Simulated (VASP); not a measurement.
# Cu: single point with PBEsol

Crystal: Cu.

```
CELL_PARAMETERS angstrom
2.53410 0.00000 0.00000
-1.26705 2.19459 0.00000
0.00000 0.00000 4.17426
ATOMIC_POSITIONS crystal
Cu 0.33333 0.66667 0.25000
Cu 0.66667 0.33333 0.75000
```

This cell differs from its parent crystal: strain +0.0150 x Voigt [0, 0, 1, 0, 0, 0].

```json
{
  "Program": "VASP 6.6.1",
  "Task": "single point",
  "Functional": "PBEsol",
  "Potentials or basis": "VASP PAW PBE potentials, release 64 (Cu)",
  "Cutoff": "520 eV",
  "k mesh": "24 × 24 × 12",
  "Occupations": "gaussian, width 0.15 eV",
  "Spin": "no spin polarisation"
}
```

```
Pressure               : -3.1 GPa
Band gap on the k mesh : zero (band 11 reaches 11.72 eV, above the bottom of band 12 at 5.64 eV)
```

Stress tensor (GPa, compression positive):
```
-2.85  0.00  0.00
 0.00 -2.85  0.00
 0.00  0.00 -3.71
```

Levels at points of the mesh, in eV from the Fermi level:
```tsv
k point	band 8	band 9	band 10	band 11	band 12	band 13	band 14	band 15
(0.00, 0.00, 0.00)	-2.46	-2.46	-1.72	-1.72	-1.14	3.73	21.63	22.17
(0.50, 0.00, 0.00)	-1.61	-1.58	-1.51	0.03	1.63	7.79	8.14	10.74
(0.00, 0.00, 0.50)	-3.03	-1.94	-1.94	-1.94	-1.94	12.36	12.36	22.32
(0.50, 0.00, 0.50)	-1.90	-1.55	-1.55	0.48	0.48	4.96	4.96	16.36
```

Run time: 69 s on 1 thread of Intel(R) Xeon(R) 6975P-C (Granite Rapids), on a shared host, peak memory 0.25 GiB.

Caveat: the cell differs from its parent crystal (strain +0.0150 x Voigt [0, 0, 1, 0, 0, 0]); the PAW data sets were made with another functional, which shifts forces and pressure a little.
